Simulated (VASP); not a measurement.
# SnO in VASP: notebook

SnO is run at these levels: PBE+D3(BJ); tasks: single point.

All numbers are computed with VASP 6.6.1; they aren't measurements. Logs are shortened: lines on timing, memory, paths and dates and some standing lists are left out, and cuts for length are marked.

### 1 The cell of the first run

The cell holds a slab with vacuum, 8 atoms: a = 3.820 Å, b = 3.820 Å, c = 22.226 Å, α = 90.00°, β = 90.00°, γ = 90.00°.

### 2 Single point, PBE+D3(BJ)

INCAR reads:

```
SYSTEM = SnO
PREC     = Accurate       ! precision mode
ENCUT    = 520            ! plane-wave cutoff, eV
EDIFF    = 1E-6           ! SCF threshold, eV
ISMEAR   = 0              ! smearing method
SIGMA    = 0.05           ! smearing width, eV
LREAL    = .FALSE.        ! projectors in reciprocal space
LASPH    = .TRUE.         ! aspherical terms in the spheres
NELM     = 60             ! most SCF steps
ALGO     = Normal         ! electronic algorithm
ISIF     = 2              ! what is computed and relaxed
LWAVE    = .FALSE.        ! write WAVECAR
LCHARG   = .FALSE.        ! write CHGCAR
LDIPOL   = .TRUE.       
IDIPOL   = 3            
DIPOL    = 0.5 0.5 0.403
GGA      = PE             ! functional
IVDW     = 12             ! dispersion correction
NBANDS   = 50             ! bands
```

KPOINTS reads:

```
regular mesh
0
G
  7 7 1
  0 0 0
```

POSCAR reads:

```
SnO
1.0
    3.8201527579      0.0002954580      0.0000000000
   -0.0003145460      3.8201527564      0.0000000000
    0.0000000000      0.0000000000     22.2260749779
Sn O
4 4
Direct
    0.9999453016      0.9999453016      0.2024648978
    0.4999453016      0.4999453016      0.3087831520
    0.4999453016      0.6249453016      0.4977503900
   -0.0000546984      0.1249453016      0.6040686442
    0.9999461181      0.4999461181      0.2556240249
    0.4999461181      0.9999461181      0.2556240249
    0.4999461181      0.1249461181      0.5509095171
   -0.0000538819      0.6249461181      0.5509095171
```

Potentials or basis: VASP PAW PBE potentials, release 64 (Sn_d, O).

Launch:

```bash
cat potpaw_PBE.64/Sn_d/POTCAR potpaw_PBE.64/O/POTCAR > POTCAR
mpirun -np 1 vasp_std > vasp.out
```

OUTCAR:

```text
SYSTEM = SnO
   PREC = Accurate
   ENCUT = 520
   EDIFF = 1E-6
   ISMEAR = 0
   LREAL = .FALSE.
   LASPH = .TRUE.
   NELM = 60
   ISIF = 2
   GGA = PE
   IVDW = 12
 IVDW          = 12

 ion  position               nearest neighbor table
   1  1.000  1.000  0.202-   6 2.25   5 2.25   6 2.25   5 2.25   2 3.59   2 3.59   2 3.59   2 3.59

   2  0.500  0.500  0.309-   5 2.25   6 2.25   5 2.25   6 2.25   1 3.59   1 3.59   1 3.59   1 3.59

   3  0.500  0.625  0.498-   8 2.25   7 2.25   8 2.25   7 2.25   4 3.59   4 3.59   4 3.59   4 3.59

   4  1.000  0.125  0.604-   7 2.25   8 2.25   7 2.25   8 2.25   3 3.59   3 3.59   3 3.59   3 3.59

   5  1.000  0.500  0.256-   2 2.25   1 2.25   2 2.25   1 2.25
   6  0.500  1.000  0.256-   1 2.25   2 2.25   1 2.25   2 2.25
   7  0.500  0.125  0.551-   4 2.25   3 2.25   4 2.25   3 2.25
   8  1.000  0.625  0.551-   3 2.25   4 2.25   3 2.25   4 2.25

  LATTYP: Found a simple tetragonal cell.
 ALAT       =     3.8201527693
 C/A-ratio  =     5.8181115573

  Lattice vectors:

 A1 = (   3.8201527579,   0.0002954580,   0.0000000000)
 A2 = (  -0.0003145460,   3.8201527564,   0.0000000000)
 A3 = (   0.0000000000,   0.0000000000,  22.2260749779)

Analysis of symmetry for initial positions (statically):
=====================================================================
 Subroutine PRICEL returns:
 Original cell was already a primitive cell.

 Routine SETGRP: Setting up the symmetry group for a
 simple tetragonal supercell.

 Subroutine GETGRP returns: Found  4 space group operations
 (whereof  1 operations were pure point group operations)
 out of a pool of 16 trial point group operations.

The static configuration has the point symmetry C_1 .
 The point group associated with its full space group is C_2h.

Analysis of symmetry for dynamics (positions and initial velocities):
=====================================================================
 Subroutine PRICEL returns:
 Original cell was already a primitive cell.

 Routine SETGRP: Setting up the symmetry group for a
 simple tetragonal supercell.

 Subroutine GETGRP returns: Found  4 space group operations
 (whereof  1 operations were pure point group operations)
 out of a pool of 16 trial point group operations.

The dynamic configuration has the point symmetry C_1 .
 The point group associated with its full space group is C_2h.

 Subroutine INISYM returns: Found  4 space group operations
 (whereof  1 operations are pure point group operations),
 and found     1 'primitive' translations

----------------------------------------------------------------------------------------

                                     Primitive cell

  volume of cell :     324.3577

  direct lattice vectors                    reciprocal lattice vectors
     3.820152758  0.000295458  0.000000000     0.261769635  0.000021554  0.000000000
    -0.000314546  3.820152756  0.000000000    -0.000020246  0.261769635  0.000000000
     0.000000000  0.000000000 22.226074978     0.000000000  0.000000000  0.044992200

  length of vectors
     3.820152769  3.820152769 22.226074978     0.261769636  0.261769636  0.044992200

  position of ions in fractional coordinates (direct lattice)
     0.999945302  0.999945302  0.202464898
     0.499945302  0.499945302  0.308783152
     0.499945302  0.624945302  0.497750390
     0.999945302  0.124945302  0.604068644
     0.999946118  0.499946118  0.255624025
     0.499946118  0.999946118  0.255624025
     0.499946118  0.124946118  0.550909517
     0.999946118  0.624946118  0.550909517

  ion indices of the primitive-cell ions
   primitive index   ion index
                 1           1
                 2           2
                 3           3
                 4           4
                 5           5
                 6           6
                 7           7
                 8           8

----------------------------------------------------------------------------------------

 KPOINTS: regular mesh

Automatic generation of k-mesh.
 Grid dimensions read from file:
 generate k-points for:    7    7    1

 Generating k-lattice:

  Cartesian coordinates                     Fractional coordinates (reciprocal lattice)
     0.037395662  0.000003079  0.000000000     0.142857143  0.000000000  0.000000000
    -0.000002892  0.037395662  0.000000000     0.000000000  0.142857143  0.000000000
     0.000000000  0.000000000  0.044992200     0.000000000  0.000000000  1.000000000

  Length of vectors
     0.037395662  0.037395662  0.044992200

  Shift w.r.t. Gamma in fractional coordinates (k-lattice)
     0.000000000  0.000000000  0.000000000

 Subroutine IBZKPT returns following result:
 ===========================================

 Found     16 irreducible k-points:

 Following reciprocal coordinates:
            Coordinates               Weight
  0.000000  0.000000  0.000000      1.000000
  0.142857 -0.000000  0.000000      2.000000
  0.000000  0.142857  0.000000      2.000000
  0.285714 -0.000000  0.000000      2.000000
 -0.000000  0.285714  0.000000      2.000000
  0.428571 -0.000000  0.000000      2.000000
[... 8 lines left out ...]
 -0.285714  0.428571  0.000000      4.000000
  0.428571  0.428571  0.000000      4.000000
   k-points           NKPTS =     16   k-points in BZ     NKDIM =     16   number of bands    NBANDS=     50
   number of dos      NEDOS =    301   number of ions     NIONS =      8
   total plane-waves  NPLWV = 131712
   dimension x,y,z NGX =    28 NGY =   28 NGZ =  168
   dimension x,y,z NGXF=    56 NGYF=   56 NGZF=  336
   ions per type =               4   4
   NGX,Y,Z   is equivalent  to a cutoff of  12.19, 12.19, 12.57 a.u.
   NGXF,Y,Z  is equivalent  to a cutoff of  24.37, 24.37, 25.13 a.u.
 SYSTEM =  SnO
   PREC   = accura    normal or accurate (medium, high low for compatibility)
   ISTART =      0    job   : 0-new  1-cont  2-samecut
   ICHARG =      2    charge: 1-file 2-atom 10-const
   ISPIN  =      1    spin polarized calculation?
   LNONCOLLINEAR =      F non collinear calculations
   LSORBIT =      F    spin-orbit coupling
   LASPH  =      T    aspherical Exc in radial PAW
   ENCUT  =  520.0 eV  38.22 Ry    6.18 a.u.   7.10  7.10 41.33*2*pi/ulx,y,z
   NELM   =     60;   NELMIN=  2; NELMDL= -5     # of ELM steps
   EDIFF  = 0.1E-05   stopping-criterion for ELM
   LREAL  =      F    real-space projection
   EDIFFG = 0.1E-04   stopping-criterion for IOM
   NSW    =      0    number of steps for IOM
   IBRION =     -1    ionic relax: 0-MD 1-quasi-New 2-CG
   NFREE  =      0    steps in history (QN), initial steepest desc. (CG)
   ISIF   =      2    stress and relaxation
   ISYM   =      2    0-nonsym 1-usesym 2-fastsym
   POTIM  = 0.5000    time-step for ionic-motion
   TEBEG  =    0.0;   TEEND  =   0.0 temperature during run
   PSTRESS=    0.0 pullay stress
   NELECT =      80.0000    total number of electrons
   NUPDOWN=      -1.0000    fix difference up-down
   EMIN   =  10.00;   EMAX   =-10.00  energy-range for DOS
   EFERMI =   0.00;   METHOD = LEGACY
   ISMEAR =     0;   SIGMA  =   0.05  broadening in eV -4-tet -1-fermi 0-gaus
   EFERMI_NEDOS =   21; number of points for ismear=-14 and -15
   IALGO  =     38    algorithm
   IMIX   =      4    mixing-type and parameters
     AMIX     =   0.40;   BMIX     =  1.00
     AMIX_MAG =   1.60;   BMIX_MAG =  1.00
  volume/ion in A,a.u.               =      40.54       273.61
  Fermi-wavevector in a.u.,A,eV,Ry     =   1.026668  1.940121 14.341186  1.054047
  Thomas-Fermi vector in A             =   2.160573
   LORBIT       =      0    0 simple, 1 ext, 2 COOP (PROOUT), +10 PAW based schemes
   GGA     = PE    functional components
   LHFCALC =     F    Hartree Fock is set to
   AEXX    =    0.0000 exact exchange contribution
   IVDW    =    12    specifies the selected vdW correction
   LEPSILON=     F    determine dielectric tensor
   LRPA    =     F    only Hartree local field effects (RPA)
 non-spin polarized calculation
 Gauss-broadening in eV      SIGMA  =   0.05
  energy-cutoff  :      520.00
  volume of cell :      324.36
 maximum number of plane-waves:      8769
   NGX = 15   NGY = 15   NGZ = 83

 dipolmoment           0.000000      0.000000      0.000156 electrons x Angstroem

 number of electron      79.9999970 magnetization

 dipolmoment           0.000000      0.000000     -0.000003 electrons x Angstroem

 Free energy of the ion-electron system (eV)
  ---------------------------------------------------
  ext. energy  EPLUGINS =         0.00000000
  ---------------------------------------------------
  free energy    TOTEN  =       -45.12389945 eV

  energy without entropy =      -45.12389945  energy(sigma->0) =      -45.12389945

 E-fermi :   0.0816     XC(G=0):  -5.3110

 val. band max:       -0.1718047232   @ k =   0.1429   0.1429   0.0000
 cond. band min:       2.2379275990   @ k =   0.4286  -0.0000   0.0000
 fundamental gap:      2.4097323221
 Fermi energy:         0.0816034429

 k-point     1 :       0.0000    0.0000    0.0000
  band No.  band energies     occupation
      1     -21.0407      2.00000
      2     -21.0406      2.00000
      3     -20.6801      2.00000
      4     -20.6800      2.00000
      5     -20.6433      2.00000
      6     -20.6431      2.00000
[... 42 lines left out ...]
     49       5.2098      0.00000
     50       5.2386      0.00000

 k-point     2 :       0.1429   -0.0000    0.0000
  band No.  band energies     occupation
      1     -21.0318      2.00000
      2     -21.0317      2.00000
      3     -20.6808      2.00000
      4     -20.6807      2.00000
      5     -20.6448      2.00000
      6     -20.6444      2.00000
[... 734 lines left out ...]
 k-point    16 :       0.4286    0.4286    0.0000
  band No.  band energies     occupation
      1     -20.9822      2.00000
      2     -20.9817      2.00000
      3     -20.9684      2.00000
      4     -20.9678      2.00000
      5     -20.6471      2.00000
      6     -20.6469      2.00000
[... 42 lines left out ...]
     49       5.9598      0.00000
     50       6.0601      0.00000

------------------------ aborting loop because EDIFF is reached ----------------------------------------

 vacuum level on the upper side and lower side of the slab       (xc-potential included)        -0.154        -0.150

 Edisp (eV)   -1.23665

 E8    (eV) :    -0.5464

  FORCE on cell =-STRESS in cart. coord.  units (eV):
  Direction    XX          YY          ZZ          XY          YZ          ZX
  --------------------------------------------------------------------------------------
  -------------------------------------------------------------------------------------
  Total       0.25088     0.26584     0.47936    -0.00000     0.19647    -0.00002
  in kB       1.23925     1.31312     2.36781    -0.00001     0.97045    -0.00008
  external pressure =        1.64 kB  Pullay stress =        0.00 kB

 VOLUME and BASIS-vectors are now :
 -----------------------------------------------------------------------------
  energy-cutoff  :      520.00
  volume of cell :      324.36
      direct lattice vectors                 reciprocal lattice vectors
     3.820152758  0.000295458  0.000000000     0.261769635  0.000021554  0.000000000
    -0.000314546  3.820152756  0.000000000    -0.000020246  0.261769635  0.000000000
     0.000000000  0.000000000 22.226074978     0.000000000  0.000000000  0.044992200

 POSITION                                       TOTAL-FORCE (eV/Angst)
 -----------------------------------------------------------------------------------
      3.81963      3.82024      4.50000         0.000000     -0.003643     -0.084677
      1.90971      1.91002      6.86304         0.000002     -0.021734      0.034942
      1.90967      2.38753     11.06304        -0.000002      0.021734     -0.034942
      3.81990      0.47761     13.42607        -0.000000      0.003643      0.084677
      3.81979      1.91017      5.68152        -0.000001      0.007217     -0.001815
      1.90956      3.82009      5.68152         0.000002     -0.018286     -0.001997
      1.90983      0.47746     12.24456        -0.000002      0.018286      0.001997
      3.81975      2.38769     12.24456         0.000001     -0.007217      0.001815
 -----------------------------------------------------------------------------------
    total drift:                               -0.013970     -0.013972     -0.000132

  FREE ENERGIE OF THE ION-ELECTRON SYSTEM (eV)
  ---------------------------------------------------
  free  energy   TOTEN  =       -46.3605508965 eV

  energy  without entropy=      -46.3605508965  energy(sigma->0) =      -46.36055090

 vacuum level on the upper side and lower side of the slab         4.812         4.817
```

Run time: 4.3 min. Hardware: 1 thread of Intel Xeon 6975P-C (Granite Rapids), shared host; peak memory 0.43 GiB.

Results:

```yaml
Free_energy: -46.3606 eV
Largest_force: 0.085 eV/Å
Band_gap_on_the_k_mesh: 2.41 eV, indirect (least direct gap 2.55 eV)
Dispersion_energy_per_atom: -0.155 eV
```

Forces on the atoms (eV/Å):
```
Sn   0.000 -0.004 -0.085
Sn   0.000 -0.022  0.035
Sn   0.000  0.022 -0.035
Sn   0.000  0.004  0.085
O    0.000  0.007 -0.002
O    0.000 -0.018 -0.002
O    0.000  0.018  0.002
O    0.000 -0.007  0.002
```

Levels at points of the mesh, in eV from the valence-band top:
```csv
k point,band 36,band 37,band 38,band 39,band 40,band 41,band 42,band 43,band 44,band 45
"(0.00, 0.00, 0.00)",-1.96,-1.96,-1.96,-0.64,-0.04,2.51,2.85,2.85,3.79,4.87
```

Caveat: spin-orbit coupling is left out, which moves the levels of the heavy elements.

### 3 Single point, PBE+D3(BJ)

INCAR reads:

```
SYSTEM = SnO
  ALGO = Normal
  DIPOL = 0.5 0.5 0.403
  EDIFF = 1E-6
  ENCUT = 520
  GGA = PE
  IDIPOL = 3
  ISIF = 2
  ISMEAR = 0
  IVDW = 12
  LASPH = .True.
  LCHARG = .False.
  LDIPOL = .True.
  LREAL = .False.
  LWAVE = .False.
  NBANDS = 50
  NELM = 60
  PREC = Accurate
  SIGMA = 0.05
```

KPOINTS reads:

```
k-points
0
Gamma
  7 7 1
  0 0 0
```

POSCAR reads:

```
SnO
1.0
    3.8201527579      0.0002954580      0.0000000000
   -0.0003145460      3.8201527564      0.0000000000
    0.0000000000      0.0000000000     22.2260749779
Sn O
4 4
Direct
    0.9999453016      0.9999453016      0.2024648978
    0.4999453016      0.4999453016      0.3087831520
    0.4999453016      0.7499453016      0.4977503900
   -0.0000546984      0.2499453016      0.6040686442
    0.9999461181      0.4999461181      0.2556240249
    0.4999461181      0.9999461181      0.2556240249
    0.4999461181      0.2499461181      0.5509095171
   -0.0000538819      0.7499461181      0.5509095171
```

Potentials or basis: VASP PAW PBE potentials, release 64 (Sn_d, O).

Launch:

```bash
cat potpaw_PBE.64/Sn_d/POTCAR potpaw_PBE.64/O/POTCAR > POTCAR
mpirun -np 1 vasp_std > vasp.out
```

Wall time 3.4 min (1 thread of Intel Xeon 6975P-C (Granite Rapids), shared host); peak memory 0.45 GiB.

It converged, with:

* Free energy: -46.3821 eV
* Largest force: 0.087 eV/Å
* Band gap on the k mesh: 2.44 eV, indirect (least direct gap 2.56 eV)
* Dispersion energy per atom: -0.155 eV

Forces on the atoms (eV/Å):
```
Sn   0.000 -0.005 -0.083
Sn   0.000 -0.029  0.081
Sn   0.000  0.029 -0.081
Sn   0.000  0.005  0.083
O    0.000  0.010  0.003
O    0.000 -0.025  0.002
O    0.000  0.025 -0.002
O    0.000 -0.010 -0.003
```

Levels at points of the mesh, in eV from the valence-band top:
```csv
k point,band 37,band 38,band 39,band 40,band 41,band 42,band 43,band 44
"(0.00, 0.00, 0.00)",-1.95,-1.95,-0.62,-0.03,2.52,2.86,2.86,3.79
```

Caveat: spin-orbit coupling is left out, which moves the levels of the heavy elements.
